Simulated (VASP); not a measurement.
Here is a VASP 6.6.1 calculation.

POSCAR

```
Hg2SeO
1.0
    4.0755799512      0.0000000000      0.0000000000
    0.0000000000      4.0755799512      0.0000000000
    0.0000000000      0.0000000000      5.5108817031
O Hg Se
1 2 1
Direct
    0.0000000000      0.0000000000      0.0000000000
    0.0000000000      0.5000000000      0.8050886550
    0.5000000000      0.0000000000      0.1949113450
    0.5000000000      0.5000000000      0.5000000000
```

Contents of INCAR.step1:

```
PREC = Accurate ; ENCUT = 520
ISMEAR = -1 ; SIGMA = 0.02
LREAL = False ; LASPH = True
NELM = 80 ; NBANDS = 26
GGA = PE ; ALGO = Normal
EDIFF = 1E-4 ; LWAVE = True
LCHARG = False
```

INCAR.step2

```
PREC = Accurate ; ENCUT = 520
EDIFF = 1E-6 ; ISMEAR = -1
SIGMA = 0.02 ; LREAL = False
LASPH = True ; NELM = 80
ALGO = Normal ; ISIF = 2
LWAVE = False ; LCHARG = False
METAGGA = R2SCAN ; LMIXTAU = True
NBANDS = 26 ; ISTART = 1
```

The input KPOINTS:

```
Automatic mesh
0
Gamma
  6 6 4
```

Potentials or basis: VASP PAW PBE potentials, release 64 (O, Hg, Se).

Run with:

```console
$ cat potpaw_PBE.64/O/POTCAR potpaw_PBE.64/Hg/POTCAR potpaw_PBE.64/Se/POTCAR > POTCAR
$ cp INCAR.step1 INCAR
$ mpirun -np 1 vasp_std > vasp.out
$ cp INCAR.step2 INCAR
$ mpirun -np 1 vasp_std > vasp.out
```

Problem. What does it give for the largest force?

Solution. 0.049 eV/Å.

Problem. What does it give for the pressure?

Solution. 0.6 GPa.

Forces on the atoms (eV/Å):
```
O    0.000  0.000  0.000
Hg   0.000  0.000 -0.049
Hg   0.000  0.000  0.049
Se   0.000  0.000  0.000
```

Caveat: the PAW data sets were made with another functional, which shifts forces and pressure a little.
